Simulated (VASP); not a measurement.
Input of a VASP 6.6.1 run:

Contents of INCAR:

```
SYSTEM = Ir
  PREC = Accurate
  ENCUT = 420
  EDIFF = 1E-8
  ISMEAR = -1
  SIGMA = 0.05
  LREAL = .False.
  LASPH = .True.
  NELM = 200
  ALGO = Normal
  ISIF = 2
  LWAVE = .False.
  LCHARG = .False.
  MAGMOM = 0 0 0
  LORBIT = 11
  LSORBIT = .True.
  GGA_COMPAT = .False.
  LORBMOM = .True.
  LMAXMIX = 4
  GGA = PE
  LEFG = .True.
  NBANDS = 28
```

KPOINTS

```
Automatic mesh
0
Gamma
  15 15 15
  0 0 0
```

The input POSCAR:

```
Ir
1.0
    0.0000000000      1.9197000000      1.9197000000
    1.9197000000      0.0000000000      1.9197000000
    1.9197000000      1.9197000000      0.0000000000
Ir
1
Direct
    0.0000000000      0.0000000000      0.0000000000
```

Potentials or basis: VASP PAW PBE potentials, release 64 (Ir_sv_GW).

The run is started by

```sh
$ cat potpaw_PBE.64/Ir_sv_GW/POTCAR > POTCAR
$ mpirun -np 1 vasp_ncl > vasp.out
```

Q: Predict the net moment.

A: 0.00 μB per cell.

Q: Predict the pressure.

A: 8.6 GPa.

Moments on the atoms (μB; x, y, z):
```
Ir  0.00 0.00 0.00
```

Caveat: the cell stands under pressure.
